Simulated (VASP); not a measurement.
Write the native input for VASP 6.6.1 that does the following.

| Property | Result |
| --- | --- |
| Task | single point |
| Functional | PBE |
| Potentials or basis | VASP PAW PBE potentials, release 64 (Ba_sv, Mg, Al, C, N) |
| Cutoff | 520 eV |
| k mesh | 6 × 6 × 6 |
| Occupations | gaussian, width 0.1 eV |
| Spin | no spin polarisation |
| Dipole correction | no |
| Further INCAR settings | LREAL = Auto; ALGO = Normal; EDIFF = 1e-07; NBANDS = 54 |

The structure of Ba2MgAlC6N6 lies in POSCAR:

```
Ba2MgAlC6N6
1.0
    0.0000000000      5.3036882295      5.3036882295
    5.3036882295      0.0000000000      5.3036882295
    5.3036882295      5.3036882295      0.0000000000
Ba Mg Al C N
2 1 1 6 6
Direct
    0.2500000000      0.2500000000      0.2500000000
    0.7500000000      0.7500000000      0.7500000000
    0.0000000000      0.0000000000      0.0000000000
    0.5000000000      0.5000000000      0.5000000000
    0.7928832182      0.2071167818      0.2071167818
    0.2071167818      0.7928832182      0.2071167818
    0.2071167818      0.2071167818      0.7928832182
    0.2071167818      0.7928832182      0.7928832182
    0.7928832182      0.2071167818      0.7928832182
    0.7928832182      0.7928832182      0.2071167818
    0.6804627865      0.3195372135      0.3195372135
    0.3195372135      0.6804627865      0.3195372135
    0.3195372135      0.3195372135      0.6804627865
    0.3195372135      0.6804627865      0.6804627865
    0.6804627865      0.3195372135      0.6804627865
    0.6804627865      0.6804627865      0.3195372135
```

These files were run (other wordings do the same):

INCAR

```
SYSTEM = Ba2MgAlC6N6
PREC = Accurate
ENCUT = 520
EDIFF = 1E-7
ISMEAR = 0
SIGMA = 0.1
LREAL = Auto
LASPH = .True.
NELM = 60
ALGO = Normal
ISIF = 2
LWAVE = .False.
LCHARG = .False.
GGA = PE
NBANDS = 54
```

KPOINTS

```
regular mesh
0
Gamma
  6 6 6
  0 0 0
```

Potentials or basis: VASP PAW PBE potentials, release 64 (Ba_sv, Mg, Al, C, N).

The run is started by

```sh
$ cat potpaw_PBE.64/Ba_sv/POTCAR potpaw_PBE.64/Mg/POTCAR potpaw_PBE.64/Al/POTCAR potpaw_PBE.64/C/POTCAR potpaw_PBE.64/N/POTCAR > POTCAR
$ mpirun -np 1 vasp_std > vasp.out
```

It gave:

| Property | Result |
| --- | --- |
| Pressure | 0.3 GPa |
| Largest force | 0.301 eV/Å |
| Band gap on the k mesh | zero (an odd number of electrons rules out a gap without spin polarisation) |

Caveat: spin-orbit coupling is left out, which moves the levels of the heavy elements; an odd number of electrons without spin polarisation forces a metal; a magnetic or distorted state may lie lower.

Run time: 22 min on 1 thread of Intel Xeon 8259CL, with other jobs on the host, peak memory 0.53 GiB.
